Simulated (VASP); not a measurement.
# Sb (P6_3/mmc) in VASP: further runs

Sb is run at these levels: RPBE; tasks: single point.

Everything below comes from runs of VASP 6.6.1. Logs are shortened: lines on timing, memory, paths and dates and some standing lists are left out, and cuts for length are marked.

### 1 The cell of the first run

It takes space group P6_3/mmc (No. 194, hexagonal). Conventional cell: a = 3.227 Å, b = 3.227 Å, c = 10.956 Å, α = 90.00°, β = 90.00°, γ = 120.00°. Sb (site symmetry -3m) has 12 Sb at 3.23 to 3.31 Å within 4.2 Å. Sb (site symmetry -6m2) has 12 Sb at 3.23 to 3.31 Å within 4.2 Å.

### 2 Single point, RPBE (volume scaled by 0.88)

File INCAR:

```
  PREC = Accurate
  ENCUT = 520
  EDIFF = 1E-6
  ISMEAR = -1
  SIGMA = 0.1
  LREAL = F
  LASPH = T
  NELM = 60
  ALGO = Normal
  ISIF = 2
  LWAVE = F
  LCHARG = F
  GGA = RP
  NBANDS = 18
```

File KPOINTS:

```
regular mesh
0
Gamma
  12 12 3
```

File POSCAR:

```
Sb
1.0
    3.2266621371      0.0000000000      0.0000000000
   -1.6133310685      2.7943713801      0.0000000000
    0.0000000000      0.0000000000     10.9555332558
Sb
4
Direct
    1.0000000000      1.0000000000      0.0000000000
    1.0000000000      1.0000000000      0.5000000000
    0.3333333333      0.6666666667      0.2500000000
    0.6666666667      0.3333333333      0.7500000000
```

Potentials or basis: VASP PAW PBE potentials, release 64 (Sb).

The run is started by

```console
$ cat potpaw_PBE.64/Sb/POTCAR > POTCAR
$ mpirun -np 1 vasp_std > vasp.out
```

OUTCAR:

```text
PREC = Accurate
   ENCUT = 520
   EDIFF = 1E-6
   ISMEAR = -1
   LREAL = F
   LASPH = T
   NELM = 60
   ISIF = 2
   GGA = RP

 ion  position               nearest neighbor table
   1  0.000  0.000  0.000-   3 3.31   4 3.31   3 3.31   4 3.31   4 3.31   3 3.31
   2  0.000  0.000  0.500-   3 3.31   4 3.31   3 3.31   4 3.31   4 3.31   3 3.31
   3  0.333  0.667  0.250-   1 3.31   2 3.31   1 3.31   2 3.31   1 3.31   2 3.31
   4  0.667  0.333  0.750-   1 3.31   2 3.31   1 3.31   2 3.31   1 3.31   2 3.31

  LATTYP: Found a hexagonal cell.
 ALAT       =     3.2266621371
 C/A-ratio  =     3.3953146596

  Lattice vectors:

 A1 = (   3.2266621371,   0.0000000000,   0.0000000000)
 A2 = (  -1.6133310685,   2.7943713801,   0.0000000000)
 A3 = (   0.0000000000,   0.0000000000,  10.9555332558)

Analysis of symmetry for initial positions (statically):
=====================================================================
 Subroutine PRICEL returns:
 Original cell was already a primitive cell.

 Routine SETGRP: Setting up the symmetry group for a
 hexagonal supercell.

 Subroutine GETGRP returns: Found 24 space group operations
 (whereof 12 operations were pure point group operations)
 out of a pool of 24 trial point group operations.

The static configuration has the point symmetry D_3d.
 The point group associated with its full space group is D_6h.

Analysis of symmetry for dynamics (positions and initial velocities):
=====================================================================
 Subroutine PRICEL returns:
 Original cell was already a primitive cell.

 Routine SETGRP: Setting up the symmetry group for a
 hexagonal supercell.

 Subroutine GETGRP returns: Found 24 space group operations
 (whereof 12 operations were pure point group operations)
 out of a pool of 24 trial point group operations.

The dynamic configuration has the point symmetry D_3d.
 The point group associated with its full space group is D_6h.

 Subroutine INISYM returns: Found 24 space group operations
 (whereof 12 operations are pure point group operations),
 and found     1 'primitive' translations

----------------------------------------------------------------------------------------

                                     Primitive cell

  volume of cell :      98.7805

  direct lattice vectors                    reciprocal lattice vectors
     3.226662137  0.000000000  0.000000000     0.309917790  0.178931120  0.000000000
    -1.613331068  2.794371380  0.000000000     0.000000000  0.357862239  0.000000000
     0.000000000  0.000000000 10.955533256     0.000000000  0.000000000  0.091278076

  length of vectors
     3.226662137  3.226662137 10.955533256     0.357862239  0.357862239  0.091278076

  position of ions in fractional coordinates (direct lattice)
     0.000000000  0.000000000  0.000000000
     0.000000000  0.000000000  0.500000000
     0.333333333  0.666666667  0.250000000
     0.666666667  0.333333333  0.750000000

  ion indices of the primitive-cell ions
   primitive index   ion index
                 1           1
                 2           2
                 3           3
                 4           4

----------------------------------------------------------------------------------------

 KPOINTS: regular mesh

Automatic generation of k-mesh.
 Grid dimensions read from file:
 generate k-points for:   12   12    3

 Generating k-lattice:

  Cartesian coordinates                     Fractional coordinates (reciprocal lattice)
     0.025826483  0.014910927  0.000000000     0.083333333  0.000000000  0.000000000
     0.000000000  0.029821853  0.000000000     0.000000000  0.083333333  0.000000000
     0.000000000  0.000000000  0.030426025     0.000000000  0.000000000  0.333333333

  Length of vectors
     0.029821853  0.029821853  0.030426025

  Shift w.r.t. Gamma in fractional coordinates (k-lattice)
     0.000000000  0.000000000  0.000000000

 Subroutine IBZKPT returns following result:
 ===========================================

 Found     38 irreducible k-points:

 Following reciprocal coordinates:
            Coordinates               Weight
  0.000000  0.000000  0.000000      1.000000
  0.083333 -0.000000  0.000000      6.000000
  0.166667  0.000000  0.000000      6.000000
  0.250000 -0.000000  0.000000      6.000000
  0.333333  0.000000  0.000000      6.000000
  0.416667 -0.000000  0.000000      6.000000
[... 16 lines left out ...]
  0.250000 -0.000000  0.333333     12.000000
  0.333333  0.000000  0.333333     12.000000
 [... further k-points ...]
   k-points           NKPTS =     38   k-points in BZ     NKDIM =     38   number of bands    NBANDS=     18
   number of dos      NEDOS =    301   number of ions     NIONS =      4
   total plane-waves  NPLWV =  48384
   dimension x,y,z NGX =    24 NGY =   24 NGZ =   84
   dimension x,y,z NGXF=    48 NGYF=   48 NGZF=  168
   ions per type =               4
   NGX,Y,Z   is equivalent  to a cutoff of  12.37, 12.37, 12.75 a.u.
   NGXF,Y,Z  is equivalent  to a cutoff of  24.73, 24.73, 25.49 a.u.
 SYSTEM =  unknown system
   PREC   = accura    normal or accurate (medium, high low for compatibility)
   ISTART =      0    job   : 0-new  1-cont  2-samecut
   ICHARG =      2    charge: 1-file 2-atom 10-const
   ISPIN  =      1    spin polarized calculation?
   LNONCOLLINEAR =      F non collinear calculations
   LSORBIT =      F    spin-orbit coupling
   LASPH  =      T    aspherical Exc in radial PAW
   ENCUT  =  520.0 eV  38.22 Ry    6.18 a.u.   6.00  6.00 20.37*2*pi/ulx,y,z
   NELM   =     60;   NELMIN=  2; NELMDL= -5     # of ELM steps
   EDIFF  = 0.1E-05   stopping-criterion for ELM
   LREAL  =      F    real-space projection
[... 7 lines left out ...]
   TEBEG  =    0.0;   TEEND  =   0.0 temperature during run
   PSTRESS=    0.0 pullay stress
   NELECT =      20.0000    total number of electrons
   NUPDOWN=      -1.0000    fix difference up-down
   EMIN   =  10.00;   EMAX   =-10.00  energy-range for DOS
   EFERMI =   0.00;   METHOD = LEGACY
   ISMEAR =    -1;   SIGMA  =   0.10  broadening in eV -4-tet -1-fermi 0-gaus
   EFERMI_NEDOS =   21; number of points for ismear=-14 and -15
   IALGO  =     38    algorithm
   IMIX   =      4    mixing-type and parameters
     AMIX     =   0.40;   BMIX     =  1.00
     AMIX_MAG =   1.60;   BMIX_MAG =  1.00
  volume/ion in A,a.u.               =      24.70       166.65
  Fermi-wavevector in a.u.,A,eV,Ry     =   0.961305  1.816603 12.573238  0.924107
  Thomas-Fermi vector in A             =   2.090665
   LORBIT       =      0    0 simple, 1 ext, 2 COOP (PROOUT), +10 PAW based schemes
   GGA     = RP    functional components
   LHFCALC =     F    Hartree Fock is set to
   AEXX    =    0.0000 exact exchange contribution
   IVDW    =     0    specifies the selected vdW correction
   LEPSILON=     F    determine dielectric tensor
   LRPA    =     F    only Hartree local field effects (RPA)
 non-spin polarized calculation
  energy-cutoff  :      520.00
  volume of cell :       98.78
 maximum number of plane-waves:      2706
 NGX is ok and might be reduce to    24
   NGX = 11   NGY = 11   NGZ = 41

 number of electron      19.9999998 magnetization

 Free energy of the ion-electron system (eV)
  ---------------------------------------------------
  ext. energy  EPLUGINS =         0.00000000
  ---------------------------------------------------
  free energy    TOTEN  =       -13.57461932 eV

  energy without entropy =      -13.49619774  energy(sigma->0) =      -13.53540853

 E-fermi :   9.7945     XC(G=0): -10.5794

 val. band max:        9.7844005670   @ k =   0.2500   0.1667   0.3333
 cond. band min:       9.8033957158   @ k =   0.4167   0.0833   0.3333
 fundamental gap:      0.0189951488
 Fermi energy:         9.7944774807

 k-point     1 :       0.0000    0.0000    0.0000
  band No.  band energies     occupation
      1      -3.8302      2.00000
      2      -2.5883      2.00000
      3      -2.5779      2.00000
      4       0.0378      2.00000
      5       3.3353      2.00000
      6       8.5136      1.99999
[... 10 lines left out ...]
     17      18.5224      0.00000
     18      18.7301      0.00000

 k-point     2 :       0.0833   -0.0000    0.0000
  band No.  band energies     occupation
      1      -3.6932      2.00000
      2      -2.4524      2.00000
      3      -2.4420      2.00000
      4       0.1643      2.00000
      5       3.4772      2.00000
      6       8.6237      1.99998
[... 10 lines left out ...]
     17      17.9564      0.00000
     18      18.3779      0.00000

 k-point     3 :       0.1667    0.0000    0.0000
  band No.  band energies     occupation
      1      -3.2832      2.00000
      2      -2.0461      2.00000
      3      -2.0360      2.00000
      4       0.5399      2.00000
      5       3.8990      2.00000
      6       8.9049      1.99973
[... 10 lines left out ...]
     17      16.6623      0.00000
     18      17.3008      0.00000

 k-point     4 :       0.2500   -0.0000    0.0000
  band No.  band energies     occupation
      1      -2.6037      2.00000
      2      -1.3754      2.00000
      3      -1.3663      2.00000
      4       1.1438      2.00000
      5       4.5858      2.00000
      6       8.0039      2.00000
[... 375 lines left out ...]
      4      -0.0758      2.00000
      5       4.7945      2.00000
      6       6.6651      2.00000
[... 10 lines left out ...]
     17      16.6466      0.00000
     18      16.8223      0.00000

 k-point    23 :       0.2500   -0.0000    0.3333
  band No.  band energies     occupation
      1      -2.4646      2.00000
      2      -2.0500      2.00000
      3      -0.4610      2.00000
      4       0.5560      2.00000
      5       5.4225      2.00000
      6       7.1155      2.00000
[... 10 lines left out ...]
     17      15.7375      0.00000
     18      15.9440      0.00000

 k-point    24 :       0.3333    0.0000    0.3333
  band No.  band energies     occupation
      1      -1.5297      2.00000
      2      -1.1222      2.00000
      3       0.4183      2.00000
      4       1.3677      2.00000
      5       5.6588      2.00000
      6       6.1134      2.00000
[... 10 lines left out ...]
     17      15.1126      0.00000
     18      15.4049      0.00000

 [... further k-points ...]
[... 5 lines left out ...]
  --------------------------------------------------------------------------------------
  -------------------------------------------------------------------------------------
  Total        6.2038335      6.2038335      5.2025774      0.0000000      0.0000000     -0.0000000
  in kB      100.6235362    100.6235362     84.3835891      0.0000000      0.0000000     -0.0000000
  external PRESSURE =      95.2102205 kB  Pullay stress =       0.0000000 kB

 VOLUME and BASIS-vectors are now :
 -----------------------------------------------------------------------------
  energy-cutoff  :      520.00
  volume of cell :       98.78
      direct lattice vectors                 reciprocal lattice vectors
     3.226662137  0.000000000  0.000000000     0.309917790  0.178931120  0.000000000
    -1.613331068  2.794371380  0.000000000     0.000000000  0.357862239  0.000000000
     0.000000000  0.000000000 10.955533256     0.000000000  0.000000000  0.091278076

 POSITION                                       TOTAL-FORCE (eV/Angst)
 -----------------------------------------------------------------------------------
      0.00000      0.00000      0.00000        -0.000000      0.000000     -0.000000
      0.00000      0.00000      5.47777        -0.000000      0.000000     -0.000000
     -0.00000      1.86291      2.73888         0.000000      0.000000     -0.000000
      1.61333      0.93146      8.21665        -0.000000     -0.000000      0.000000
 -----------------------------------------------------------------------------------
    total drift:                               -0.000000      0.000000     -0.000000

  FREE ENERGIE OF THE ION-ELECTRON SYSTEM (eV)
  ---------------------------------------------------
  free  energy   TOTEN  =       -13.5746193211 eV

  energy  without entropy=      -13.4961977428  energy(sigma->0) =      -13.53540853
```

It took 88 s on 1 thread of AMD EPYC 7R13, shared host; peak memory 0.2 GiB.

Results:

| Item | Value |
| --- | --- |
| Free energy | -13.5746 eV |
| Pressure | 9.5 GPa |
| Band gap on the k mesh | zero (band 10 reaches 15.06 eV, above the bottom of band 11 at 7.31 eV) |

Caveat: the PAW data sets were made with another functional, which shifts forces and pressure a little; spin-orbit coupling is left out, which moves the levels of the heavy elements.

[end of part 1 of 2]
